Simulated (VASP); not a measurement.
# B (Im-3m) in VASP: further runs, part 2 of 2

VASP 6.6.1. Earlier steps stand in the parts before.

**3. Single point, PBEsol**

Input file INCAR:

```
SYSTEM = B
PREC = Accurate
ENCUT = 500
EDIFF = 1E-6
ISMEAR = -1
SIGMA = 0.08
LREAL = .False.
LASPH = .True.
NELM = 120
ALGO = Normal
ISIF = 2
LWAVE = .False.
LCHARG = .True.
GGA = PS
LELF = .True.
LVHAR = .True.
NBANDS = 8
GGA_COMPAT = .False.
```

Input file KPOINTS:

```
regular mesh
0
Gamma
  27 27 27
  0 0 0
```

Input file POSCAR:

```
B
1.0
   -0.9673255813      0.9673255813      0.9673255813
    0.9673255813     -0.9673255813      0.9673255813
    0.9673255813      0.9673255813     -0.9673255813
B
1
Direct
    0.0000000000      0.0000000000      0.0000000000
```

Potentials or basis: VASP PAW PBE potentials, release 64 (B).

On the command line:

```sh
$ cat potpaw_PBE.64/B/POTCAR > POTCAR
$ mpirun -np 1 vasp_std > vasp.out
```

OUTCAR:

```text
SYSTEM = B
   PREC = Accurate
   ENCUT = 500
   EDIFF = 1E-6
   ISMEAR = -1
   LREAL = .False.
   LASPH = .True.
   NELM = 120
   ISIF = 2
   GGA = PS

 ion  position               nearest neighbor table
   1  0.000  0.000  0.000-

  LATTYP: Found a body centered cubic cell.
 ALAT       =     1.9346511626

  Lattice vectors:

 A1 = (  -0.9673255813,   0.9673255813,   0.9673255813)
 A2 = (   0.9673255813,  -0.9673255813,   0.9673255813)
 A3 = (   0.9673255813,   0.9673255813,  -0.9673255813)

Analysis of symmetry for initial positions (statically):
=====================================================================
 Subroutine PRICEL returns:
 Original cell was already a primitive cell.

 Routine SETGRP: Setting up the symmetry group for a
 body centered cubic supercell.

 Subroutine GETGRP returns: Found 48 space group operations
 (whereof 48 operations were pure point group operations)
 out of a pool of 48 trial point group operations.

The static configuration has the point symmetry O_h .

Analysis of symmetry for dynamics (positions and initial velocities):
=====================================================================
 Subroutine PRICEL returns:
 Original cell was already a primitive cell.

 Routine SETGRP: Setting up the symmetry group for a
 body centered cubic supercell.

 Subroutine GETGRP returns: Found 48 space group operations
 (whereof 48 operations were pure point group operations)
 out of a pool of 48 trial point group operations.

The dynamic configuration has the point symmetry O_h .

 Subroutine INISYM returns: Found 48 space group operations
 (whereof 48 operations are pure point group operations),
 and found     1 'primitive' translations

----------------------------------------------------------------------------------------

                                     Primitive cell

  volume of cell :       3.6206

  direct lattice vectors                    reciprocal lattice vectors
    -0.967325581  0.967325581  0.967325581     0.000000000  0.516889049  0.516889049
     0.967325581 -0.967325581  0.967325581     0.516889049  0.000000000  0.516889049
     0.967325581  0.967325581 -0.967325581     0.516889049  0.516889049  0.000000000

  length of vectors
     1.675457054  1.675457054  1.675457054     0.730991504  0.730991504  0.730991504

  position of ions in fractional coordinates (direct lattice)
     0.000000000  0.000000000  0.000000000

  ion indices of the primitive-cell ions
   primitive index   ion index
                 1           1

----------------------------------------------------------------------------------------

 KPOINTS: regular mesh

Automatic generation of k-mesh.
 Grid dimensions read from file:
 generate k-points for:   27   27   27

 Generating k-lattice:

  Cartesian coordinates                     Fractional coordinates (reciprocal lattice)
     0.000000000  0.019144039  0.019144039     0.037037037  0.000000000  0.000000000
     0.019144039  0.000000000  0.019144039     0.000000000  0.037037037  0.000000000
     0.019144039  0.019144039  0.000000000     0.000000000  0.000000000  0.037037037

  Length of vectors
     0.027073759  0.027073759  0.027073759

  Shift w.r.t. Gamma in fractional coordinates (k-lattice)
     0.000000000  0.000000000  0.000000000

 Subroutine IBZKPT returns following result:
 ===========================================

 Found    560 irreducible k-points:

 Following reciprocal coordinates:
            Coordinates               Weight
  0.000000  0.000000  0.000000      1.000000
  0.037037  0.000000  0.000000     12.000000
  0.074074  0.000000  0.000000     12.000000
  0.111111  0.000000  0.000000     12.000000
  0.148148  0.000000  0.000000     12.000000
  0.185185  0.000000  0.000000     12.000000
[... 16 lines left out ...]
  0.333333  0.037037  0.000000     48.000000
  0.370370  0.037037  0.000000     48.000000
 [... further k-points ...]
   k-points           NKPTS =    560   k-points in BZ     NKDIM =    560   number of bands    NBANDS=      8
   number of dos      NEDOS =    301   number of ions     NIONS =      1
   total plane-waves  NPLWV =   1728
   dimension x,y,z NGX =    12 NGY =   12 NGZ =   12
   dimension x,y,z NGXF=    24 NGYF=   24 NGZF=   24
   ions per type =               1
   NGX,Y,Z   is equivalent  to a cutoff of  11.91, 11.91, 11.91 a.u.
   NGXF,Y,Z  is equivalent  to a cutoff of  23.81, 23.81, 23.81 a.u.
 SYSTEM =  B
   PREC   = accura    normal or accurate (medium, high low for compatibility)
   ISTART =      0    job   : 0-new  1-cont  2-samecut
   ICHARG =      2    charge: 1-file 2-atom 10-const
   ISPIN  =      1    spin polarized calculation?
   LNONCOLLINEAR =      F non collinear calculations
   LSORBIT =      F    spin-orbit coupling
   LASPH  =      T    aspherical Exc in radial PAW
   ENCUT  =  500.0 eV  36.75 Ry    6.06 a.u.   3.05  3.05  3.05*2*pi/ulx,y,z
   NELM   =    120;   NELMIN=  2; NELMDL= -5     # of ELM steps
   EDIFF  = 0.1E-05   stopping-criterion for ELM
   LREAL  =      F    real-space projection
   EDIFFG = 0.1E-04   stopping-criterion for IOM
   NSW    =      0    number of steps for IOM
   IBRION =     -1    ionic relax: 0-MD 1-quasi-New 2-CG
   NFREE  =      0    steps in history (QN), initial steepest desc. (CG)
   ISIF   =      2    stress and relaxation
   ISYM   =      2    0-nonsym 1-usesym 2-fastsym
   POTIM  = 0.5000    time-step for ionic-motion
   TEBEG  =    0.0;   TEEND  =   0.0 temperature during run
   PSTRESS=    0.0 pullay stress
   NELECT =       3.0000    total number of electrons
   NUPDOWN=      -1.0000    fix difference up-down
   EMIN   =  10.00;   EMAX   =-10.00  energy-range for DOS
   EFERMI =   0.00;   METHOD = LEGACY
   ISMEAR =    -1;   SIGMA  =   0.08  broadening in eV -4-tet -1-fermi 0-gaus
   EFERMI_NEDOS =   21; number of points for ismear=-14 and -15
   IALGO  =     38    algorithm
   IMIX   =      4    mixing-type and parameters
     AMIX     =   0.40;   BMIX     =  1.00
     AMIX_MAG =   1.60;   BMIX_MAG =  1.00
  volume/ion in A,a.u.               =       3.62        24.43
  Fermi-wavevector in a.u.,A,eV,Ry     =   1.537644  2.905727 32.168939  2.364350
  Thomas-Fermi vector in A             =   2.644124
   LORBIT       =      0    0 simple, 1 ext, 2 COOP (PROOUT), +10 PAW based schemes
   GGA     = PS    functional components
   LHFCALC =     F    Hartree Fock is set to
   AEXX    =    0.0000 exact exchange contribution
   IVDW    =     0    specifies the selected vdW correction
   LEPSILON=     F    determine dielectric tensor
   LRPA    =     F    only Hartree local field effects (RPA)
 non-spin polarized calculation
  energy-cutoff  :      500.00
  volume of cell :        3.62
 maximum number of plane-waves:       100
   NGX =  7   NGY =  7   NGZ =  7

 number of electron       3.0000000 magnetization

 Free energy of the ion-electron system (eV)
  ---------------------------------------------------
  ext. energy  EPLUGINS =         0.00000000
  ---------------------------------------------------
  free energy    TOTEN  =        -3.73732518 eV

  energy without entropy =       -3.73362934  energy(sigma->0) =       -3.73547726

 E-fermi :  17.4993     XC(G=0): -15.2204

 val. band max:       17.4910004947   @ k =  -0.3704   0.4074   0.0370
 cond. band min:      17.5026454225   @ k =   0.3333   0.0741   0.0370
 fundamental gap:      0.0116449278
 Fermi energy:        17.4993306543

 k-point     1 :       0.0000    0.0000    0.0000
  band No.  band energies     occupation
      1      -8.1643      2.00000
      2      42.2823      0.00000
      3      42.2823      0.00000
      4      42.2823      0.00000
      5      63.8480      0.00000
      6      63.8480      0.00000
      7      63.8480      0.00000
      8      68.4995      0.00000

 k-point     2 :       0.0370    0.0000    0.0000
  band No.  band energies     occupation
      1      -8.0866      2.00000
      2      41.9510      0.00000
      3      41.9889      0.00000
      4      42.2038      0.00000
      5      62.7393      0.00000
      6      62.7503      0.00000
      7      64.3559      0.00000
      8      66.6403      0.00000
[... 221 lines left out ...]
 k-point    23 :       0.3333    0.0370    0.0000
  band No.  band energies     occupation
      1      -1.1968      2.00000
      2      20.0879      0.00000
      3      32.3488      0.00000
      4      37.1368      0.00000
      5      49.0992      0.00000
      6      54.9894      0.00000
      7      67.8900      0.00000
      8      80.1612      0.00000

 k-point    24 :       0.3704    0.0370    0.0000
  band No.  band energies     occupation
      1       0.2028      2.00000
      2      17.4309      1.40342
      3      31.7060      0.00000
      4      36.6636      0.00000
      5      48.3843      0.00000
      6      55.4183      0.00000
      7      69.2927      0.00000
      8      79.7482      0.00000

 [... further k-points ...]
[... 5 lines left out ...]
  --------------------------------------------------------------------------------------
  -------------------------------------------------------------------------------------
  Total        7.2783682      7.2783682      7.2783682     -0.0000000      0.0000000      0.0000000
  in kB     3220.8210563   3220.8210563   3220.8210563     -0.0000000      0.0000000      0.0000000
  external PRESSURE =    3220.8210563 kB  Pullay stress =       0.0000000 kB

 VOLUME and BASIS-vectors are now :
 -----------------------------------------------------------------------------
  energy-cutoff  :      500.00
  volume of cell :        3.62
      direct lattice vectors                 reciprocal lattice vectors
    -0.967325581  0.967325581  0.967325581     0.000000000  0.516889049  0.516889049
     0.967325581 -0.967325581  0.967325581     0.516889049  0.000000000  0.516889049
     0.967325581  0.967325581 -0.967325581     0.516889049  0.516889049  0.000000000

 POSITION                                       TOTAL-FORCE (eV/Angst)
 -----------------------------------------------------------------------------------
      0.00000      0.00000      0.00000         0.000000      0.000000     -0.000000
 -----------------------------------------------------------------------------------
    total drift:                               -0.000000      0.000000      0.000000

  FREE ENERGIE OF THE ION-ELECTRON SYSTEM (eV)
  ---------------------------------------------------
  free  energy   TOTEN  =        -3.7373251795 eV

  energy  without entropy=       -3.7336293360  energy(sigma->0) =       -3.73547726
```

OSZICAR:

```text
N       E                     dE             d eps       ncg     rms          rms(c)
DAV:   1    -0.200404969513E+01   -0.20040E+01   -0.18410E+03 10504   0.310E+02
DAV:   2    -0.376559615071E+01   -0.17615E+01   -0.17188E+01 11248   0.365E+01
DAV:   3    -0.376627834241E+01   -0.68219E-03   -0.68218E-03 10120   0.736E-01
DAV:   4    -0.376627835288E+01   -0.10471E-07   -0.93415E-08 11952   0.239E-03
DAV:   5    -0.376627835102E+01    0.18565E-08   -0.31325E-12 10128   0.898E-06    0.331E+00
DAV:   6    -0.374674298070E+01    0.19535E-01   -0.54007E-04  9176   0.204E-01    0.199E+00
DAV:   7    -0.373732592318E+01    0.94171E-02   -0.86210E-04  9360   0.253E-01    0.357E-02
DAV:   8    -0.373732517946E+01    0.74372E-06   -0.63909E-07  9488   0.754E-03
   1 F= -.37373252E+01 E0= -.37354773E+01  d E =-.369584E-02
```

Run time: 7.2 s. Hardware: 1 thread of Intel Xeon 6975P-C, shared host; peak memory 0.11 GiB.

What came out:

```
Free energy : -3.7373 eV
Pressure    : 322.1 GPa
```

Levels at points of the mesh, in eV from the Fermi level:
```csv
k point,band 1,band 2,band 3,band 4,band 5
"(0.00, 0.00, 0.00)",-25.66,24.78,24.78,24.78,46.35
```

Caveat: the PAW data sets were made with another functional, which shifts forces and pressure a little.
